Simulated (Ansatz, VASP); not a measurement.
# One calculation of MgO, two programs

Contents of INCAR:

```
SYSTEM = MgO
PREC     = Accurate       ! precision mode
ENCUT    = 600            ! plane-wave cutoff, eV
EDIFF    = 1E-6           ! SCF threshold, eV
ISMEAR   = 0              ! smearing method
SIGMA    = 0.15           ! smearing width, eV
LREAL    = .FALSE.        ! projectors in reciprocal space
LASPH    = .TRUE.         ! aspherical terms in the spheres
NELM     = 120            ! most SCF steps
ALGO     = Normal         ! electronic algorithm
ISIF     = 2              ! what is computed and relaxed
LWAVE    = .FALSE.        ! write WAVECAR
LCHARG   = .FALSE.        ! write CHGCAR
GGA      = PE             ! functional
NBANDS   = 11             ! bands
GGA_COMPAT= .FALSE.
```

KPOINTS

```
regular mesh
0
G
  9 9 9
  0 0 0
```

POSCAR

```
MgO
1.0
    0.0000000000      2.1080000000      2.1080000000
    2.1080000000      0.0000000000      2.1080000000
    2.1080000000      2.1080000000      0.0000000000
Mg O
1 1
Direct
    0.0000000000      0.0000000000      0.0000000000
    0.5000000000      0.5000000000      0.5000000000
```

Input for Ansatz:

```yaml
crystal:
  lattice:
    - [0.0, 2.108, 2.108]
    - [2.108, 0.0, 2.108]
    - [2.108, 2.108, 0.0]
  atoms:
    - { symbol: Mg, position: [0.0, 0.0, 0.0] }
    - { symbol: O, position: [0.5, 0.5, 0.5] }
hamiltonian:
  xc: pbe
  pseudopotentials: { kind: paw }
basis:
  ecutwfc: 420
kpoints:
  mp_grid: { grid: [9, 9, 9] }
scf:
  occupations: { method: gaussian, width: 0.15 }
  lower_state_search: "off"
  max_iter: 70
output:
  forces: true
  stress: true
```

Alike in both runs: task single point; functional PBE; k mesh 9 × 9 × 9; occupations gaussian, width 0.15 eV; no spin polarisation.

|  | VASP | Ansatz |
| --- | --- | --- |
| version | VASP 6.6.1 | Ansatz 0.2.0 |
| potentials or method | VASP PAW PBE potentials, release 64 (Mg, O), cutoff 600 eV | PAW, plane waves, scalar-relativistic |
| valence electrons in the cell | 8 | 16 |

VASP gave:

```
pressure (GPa) : 3.2
```

What did Ansatz give for the same quantities?

Pressure (GPa): 4.2.

VASP's potentials hold 8 valence electrons a cell and Ansatz's 16, so a difference there can come from the potentials and not from the codes.
